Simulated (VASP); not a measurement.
# WSe2 (P1) in VASP: single point with r2SCAN

Aim: the single point of WSe2 with r2SCAN.

Everything below comes from runs of VASP 6.6.1. Logs are shortened: lines on timing, memory, paths and dates and some standing lists are left out, and cuts for length are marked.

### 1 The cell of the first run

The typed cell holds 12 atoms: a = 6.594 Å, b = 6.594 Å, c = 7.184 Å, α = 90.00°, β = 90.00°, γ = 120.00°.

### 2 Single point, r2SCAN

POSCAR

```
WSe2
1.0
    6.5944267511      0.0000000000      0.0000000000
   -3.2972133755      5.7109410898      0.0000000000
    0.0000000000      0.0000000000      7.1842727630
W Se
4 8
Direct
   -0.0060467421      0.0020378428     -0.0026094499
    0.0039820515      0.4928474932      0.0020120339
    0.4927186890      0.0021422039      0.0027363939
    0.5051575473      0.5018733261     -0.0033578903
    0.1640041827      0.3309687441      0.2285823568
    0.1641127594      0.3213839840      0.7538715718
    0.1729944660      0.8370250936      0.2352151785
    0.1784638509      0.8438185448      0.7573491680
    0.6644493224      0.3232160814      0.2362151405
    0.6550425039      0.3288130573      0.7765984372
    0.6717306142      0.8388372292      0.2471938439
    0.6722861138      0.8451626315      0.7678120225
```

INCAR.step1

```
  ALGO = Normal
  EDIFF = 1E-4
  ENCUT = 520
  GGA = PE
  ISMEAR = -1
  LASPH = T
  LCHARG = F
  LREAL = F
  LWAVE = T
  NBANDS = 64
  NELM = 80
  PREC = Accurate
  SIGMA = 0.069
```

INCAR.step2

```
  ALGO = Normal
  EDIFF = 1E-6
  ENCUT = 520
  ISIF = 2
  ISMEAR = -1
  ISTART = 1
  LASPH = T
  LCHARG = F
  LMIXTAU = T
  LREAL = F
  LWAVE = F
  METAGGA = R2SCAN
  NBANDS = 64
  NELM = 80
  PREC = Accurate
  SIGMA = 0.069
```

KPOINTS

```
k-points
0
Gamma
  3 3 2
```

Potentials or basis: VASP PAW PBE potentials, release 64 (W_sv, Se).

On the command line:

```bash
> cat potpaw_PBE.64/W_sv/POTCAR potpaw_PBE.64/Se/POTCAR > POTCAR
> cp INCAR.step1 INCAR
> mpirun -np 1 vasp_std > vasp.out
> cp INCAR.step2 INCAR
> mpirun -np 1 vasp_std > vasp.out
```

OUTCAR:

```text
EDIFF = 1E-6
   ENCUT = 520
   ISIF = 2
   ISMEAR = -1
   ISTART = 1
   LASPH = T
   LREAL = F
   METAGGA = R2SCAN
   NELM = 80
   PREC = Accurate

 ion  position               nearest neighbor table
   1  0.994  0.002  0.997-  12 2.47   5 2.51   6 2.53  11 2.57   7 2.60   8 2.61   2 3.20   4 3.26
                             3 3.29   3 3.31   4 3.33   2 3.39
   2  0.004  0.493  0.002-   5 2.46   9 2.57  10 2.57   7 2.58   6 2.60   8 2.67   1 3.20   4 3.28
                             3 3.29   3 3.31   4 3.32   1 3.39
   3  0.493  0.002  0.003-  10 2.47   7 2.47   9 2.49   8 2.52  12 2.56  11 2.63   4 3.26   1 3.29
                             2 3.29   2 3.31   1 3.31   4 3.34
   4  0.505  0.502  0.997-  10 2.43  12 2.56   5 2.56   9 2.59   6 2.62  11 2.64   3 3.26   1 3.26
                             2 3.28   2 3.32   1 3.33   3 3.34
   5  0.164  0.331  0.229-   2 2.46   1 2.51   4 2.56
   6  0.164  0.321  0.754-   1 2.53   2 2.60   4 2.62
   7  0.173  0.837  0.235-   3 2.47   2 2.58   1 2.60
   8  0.178  0.844  0.757-   3 2.52   1 2.61   2 2.67
   9  0.664  0.323  0.236-   3 2.49   2 2.57   4 2.59
  10  0.655  0.329  0.777-   4 2.43   3 2.47   2 2.57
  11  0.672  0.839  0.247-   1 2.57   3 2.63   4 2.64
  12  0.672  0.845  0.768-   1 2.47   4 2.56   3 2.56

  LATTYP: Found a hexagonal cell.
 ALAT       =     6.5944267511
 C/A-ratio  =     1.0894461390

  Lattice vectors:

 A1 = (   6.5944267511,   0.0000000000,   0.0000000000)
 A2 = (  -3.2972133755,   5.7109410898,   0.0000000000)
 A3 = (   0.0000000000,   0.0000000000,   7.1842727630)

Analysis of symmetry for initial positions (statically):
=====================================================================
 Subroutine PRICEL returns:
 Original cell was already a primitive cell.

 Routine SETGRP: Setting up the symmetry group for a
 hexagonal supercell.

 Subroutine GETGRP returns: Found  1 space group operations
 (whereof  1 operations were pure point group operations)
 out of a pool of 24 trial point group operations.

The static configuration has the point symmetry C_1 .

Analysis of symmetry for dynamics (positions and initial velocities):
=====================================================================
 Subroutine PRICEL returns:
 Original cell was already a primitive cell.

 Routine SETGRP: Setting up the symmetry group for a
 hexagonal supercell.

 Subroutine GETGRP returns: Found  1 space group operations
 (whereof  1 operations were pure point group operations)
 out of a pool of 24 trial point group operations.

The dynamic configuration has the point symmetry C_1 .

 Subroutine INISYM returns: Found  1 space group operations
 (whereof  1 operations are pure point group operations),
 and found     1 'primitive' translations

----------------------------------------------------------------------------------------

                                     Primitive cell

  volume of cell :     270.5625

  direct lattice vectors                    reciprocal lattice vectors
     6.594426751  0.000000000  0.000000000     0.151643204  0.087551245  0.000000000
    -3.297213376  5.710941090  0.000000000     0.000000000  0.175102489  0.000000000
     0.000000000  0.000000000  7.184272763     0.000000000  0.000000000  0.139192933

  length of vectors
     6.594426751  6.594426751  7.184272763     0.175102489  0.175102489  0.139192933

  position of ions in fractional coordinates (direct lattice)
     0.993953258  0.002037843  0.997390550
     0.003982052  0.492847493  0.002012034
     0.492718689  0.002142204  0.002736394
     0.505157547  0.501873326  0.996642110
     0.164004183  0.330968744  0.228582357
     0.164112759  0.321383984  0.753871572
     0.172994466  0.837025094  0.235215178
     0.178463851  0.843818545  0.757349168
     0.664449322  0.323216081  0.236215141
     0.655042504  0.328813057  0.776598437
     0.671730614  0.838837229  0.247193844
     0.672286114  0.845162632  0.767812023

  ion indices of the primitive-cell ions
   primitive index   ion index
                 1           1
                 2           2
                 3           3
                 4           4
                 5           5
                 6           6
                 7           7
                 8           8
                 9           9
                10          10
                11          11
                12          12

----------------------------------------------------------------------------------------

 KPOINTS: k-points

Automatic generation of k-mesh.
 Grid dimensions read from file:
 generate k-points for:    3    3    2

 Generating k-lattice:

  Cartesian coordinates                     Fractional coordinates (reciprocal lattice)
     0.050547735  0.029183748  0.000000000     0.333333333 -0.000000000  0.000000000
     0.000000000  0.058367496  0.000000000     0.000000000  0.333333333  0.000000000
     0.000000000  0.000000000  0.069596467     0.000000000  0.000000000  0.500000000

  Length of vectors
     0.058367496  0.058367496  0.069596467

  Shift w.r.t. Gamma in fractional coordinates (k-lattice)
     0.000000000  0.000000000  0.000000000

 Subroutine IBZKPT returns following result:
 ===========================================

 Found     10 irreducible k-points:

 Following reciprocal coordinates:
            Coordinates               Weight
  0.000000  0.000000  0.000000      1.000000
  0.333333 -0.000000  0.000000      2.000000
  0.000000  0.333333  0.000000      2.000000
 -0.333333  0.333333  0.000000      2.000000
  0.333333  0.333333  0.000000      2.000000
  0.000000  0.000000  0.500000      1.000000
  0.333333 -0.000000  0.500000      2.000000
  0.000000  0.333333  0.500000      2.000000
 -0.333333  0.333333  0.500000      2.000000
  0.333333  0.333333  0.500000      2.000000
   k-points           NKPTS =     10   k-points in BZ     NKDIM =     10   number of bands    NBANDS=     64
   number of dos      NEDOS =    301   number of ions     NIONS =     12
   total plane-waves  NPLWV = 135000
   dimension x,y,z NGX =    50 NGY =   50 NGZ =   54
   dimension x,y,z NGXF=   100 NGYF=  100 NGZF=  108
   ions per type =               4   8
   NGX,Y,Z   is equivalent  to a cutoff of  12.61, 12.61, 12.50 a.u.
   NGXF,Y,Z  is equivalent  to a cutoff of  25.21, 25.21, 24.99 a.u.
 SYSTEM =  unknown system
   PREC   = accura    normal or accurate (medium, high low for compatibility)
   ISTART =      1    job   : 0-new  1-cont  2-samecut
   ICHARG =      0    charge: 1-file 2-atom 10-const
   ISPIN  =      1    spin polarized calculation?
   LNONCOLLINEAR =      F non collinear calculations
   LSORBIT =      F    spin-orbit coupling
   LASPH  =      T    aspherical Exc in radial PAW
   ENCUT  =  520.0 eV  38.22 Ry    6.18 a.u.  12.26 12.26 13.36*2*pi/ulx,y,z
   NELM   =     80;   NELMIN=  2; NELMDL=  0     # of ELM steps
   EDIFF  = 0.1E-05   stopping-criterion for ELM
   LREAL  =      F    real-space projection
   EDIFFG = 0.1E-04   stopping-criterion for IOM
   NSW    =      0    number of steps for IOM
   IBRION =     -1    ionic relax: 0-MD 1-quasi-New 2-CG
   NFREE  =      0    steps in history (QN), initial steepest desc. (CG)
   ISIF   =      2    stress and relaxation
   ISYM   =      2    0-nonsym 1-usesym 2-fastsym
   POTIM  = 0.5000    time-step for ionic-motion
   TEBEG  =    0.0;   TEEND  =   0.0 temperature during run
   PSTRESS=    0.0 pullay stress
   NELECT =     104.0000    total number of electrons
   NUPDOWN=      -1.0000    fix difference up-down
   EMIN   =  10.00;   EMAX   =-10.00  energy-range for DOS
   EFERMI =   0.00;   METHOD = LEGACY
   ISMEAR =    -1;   SIGMA  =   0.07  broadening in eV -4-tet -1-fermi 0-gaus
   EFERMI_NEDOS =   21; number of points for ismear=-14 and -15
   IALGO  =     38    algorithm
   IMIX   =      4    mixing-type and parameters
     AMIX     =   0.40;   BMIX     =  1.00
     AMIX_MAG =   1.60;   BMIX_MAG =  1.00
  volume/ion in A,a.u.               =      22.55       152.15
  Fermi-wavevector in a.u.,A,eV,Ry     =   1.190319  2.249377 19.277547  1.416860
  Thomas-Fermi vector in A             =   2.326407
   LORBIT       =      0    0 simple, 1 ext, 2 COOP (PROOUT), +10 PAW based schemes
   METAGGA = R2SCAN    functional components
   LHFCALC =     F    Hartree Fock is set to
   AEXX    =    0.0000 exact exchange contribution
   IVDW    =     0    specifies the selected vdW correction
   LEPSILON=     F    determine dielectric tensor
   LRPA    =     F    only Hartree local field effects (RPA)
 non-spin polarized calculation
  energy-cutoff  :      520.00
  volume of cell :      270.56
 maximum number of plane-waves:      7358
 NGX is ok and might be reduce to    50
   NGX = 25   NGY = 25   NGZ = 27

 number of electron     104.0000003 magnetization

 Free energy of the ion-electron system (eV)
  ---------------------------------------------------
  ext. energy  EPLUGINS =         0.00000000
  ---------------------------------------------------
  free energy    TOTEN  =      -326.39297619 eV

  energy without entropy =     -326.39292822  energy(sigma->0) =     -326.39295221

 E-fermi :   5.3639     XC(G=0): -10.6409

 val. band max:        4.7156793475   @ k =   0.3333   0.3333   0.5000
 cond. band min:       6.0004056637   @ k =   0.3333   0.3333   0.0000
 fundamental gap:      1.2847263162
 Fermi energy:         5.3639036923

 k-point     1 :       0.0000    0.0000    0.0000
  band No.  band energies     occupation
      1     -71.3764      2.00000
      2     -71.3601      2.00000
      3     -71.3540      2.00000
      4     -71.3276      2.00000
      5     -35.0676      2.00000
      6     -35.0586      2.00000
[... 56 lines left out ...]
     63       8.7595      0.00000
     64       8.9139      0.00000

 k-point     2 :       0.3333   -0.0000    0.0000
  band No.  band energies     occupation
      1     -71.3758      2.00000
      2     -71.3592      2.00000
      3     -71.3552      2.00000
      4     -71.3278      2.00000
      5     -35.0328      2.00000
      6     -35.0293      2.00000
[... 592 lines left out ...]
     63       7.5507      0.00000
     64       8.5343      0.00000

------------------------ aborting loop because EDIFF is reached ----------------------------------------

  FORCE on cell =-STRESS in cart. coord.  units (eV):
  Direction    XX          YY          ZZ          XY          YZ          ZX
  --------------------------------------------------------------------------------------
  -------------------------------------------------------------------------------------
  Total        0.8381380      0.9824142     -3.2509558      0.0284106      0.6991280     -0.5237698
  in kB        4.9631631      5.8175169    -19.2510358      0.1682378      4.1399941     -3.1015838
  external PRESSURE =      -2.8234519 kB  Pullay stress =       0.0000000 kB

 VOLUME and BASIS-vectors are now :
 -----------------------------------------------------------------------------
  energy-cutoff  :      520.00
  volume of cell :      270.56
      direct lattice vectors                 reciprocal lattice vectors
     6.594426751  0.000000000  0.000000000     0.151643204  0.087551245  0.000000000
    -3.297213376  5.710941090  0.000000000     0.000000000  0.175102489  0.000000000
     0.000000000  0.000000000  7.184272763     0.000000000  0.000000000  0.139192933

 POSITION                                       TOTAL-FORCE (eV/Angst)
 -----------------------------------------------------------------------------------
      6.54783      0.01164      7.16553         1.360733     -0.404111      0.464590
     -1.59876      2.81462      0.01446        -0.895309      0.965168     -1.039583
      3.24213      0.01223      0.01966         1.449879     -0.747793      0.086909
      1.67644      2.86617      7.16015        -1.167094      0.360140      1.136447
     -0.00976      1.89014      1.64220         0.679500      0.107175      0.197670
      0.02256      1.83540      5.41602        -0.113968      0.866327      1.051860
     -1.61905      4.78020      1.68985        -0.874552     -0.556582     -0.502701
     -1.60538      4.81900      5.44100        -0.682642     -0.931535      1.105323
      3.31595      1.84587      1.69703        -0.113537      0.948476     -0.260143
      3.23546      1.87783      5.57930         1.138644      0.441839     -0.935478
      1.66385      4.79055      1.77591        -0.242722     -0.378831     -1.446153
      1.64666      4.82667      5.51617        -0.538930     -0.670273      0.141260
 -----------------------------------------------------------------------------------
    total drift:                                0.000464      0.000327      0.001080

  FREE ENERGIE OF THE ION-ELECTRON SYSTEM (eV)
  ---------------------------------------------------
  free  energy   TOTEN  =      -326.3929761890 eV

  energy  without entropy=     -326.3929282242  energy(sigma->0) =     -326.39295221
```

Wall time 19 min (1 thread of Oxide Virtual Turin-like, shared host); peak memory 0.4 GiB.

Results:

```yaml
Free_energy: -326.3930 eV
Pressure: -0.3 GPa
Largest_force: 1.677 eV/Å
Band_gap_on_the_k_mesh: 1.28 eV
```

Forces on the atoms (eV/Å):
```
W    1.361 -0.404  0.465
W   -0.895  0.965 -1.040
W    1.450 -0.748  0.087
W   -1.167  0.360  1.136
Se   0.679  0.107  0.198
Se  -0.114  0.866  1.052
Se  -0.875 -0.557 -0.503
Se  -0.683 -0.932  1.105
Se  -0.114  0.948 -0.260
Se   1.139  0.442 -0.935
Se  -0.243 -0.379 -1.446
Se  -0.539 -0.670  0.141
```

Caveat: the k points lie up to 0.44 Å⁻¹ apart; the PAW data sets were made with another functional, which shifts forces and pressure a little; spin-orbit coupling is left out, which moves the levels of the heavy elements. A k mesh can miss the band edges.
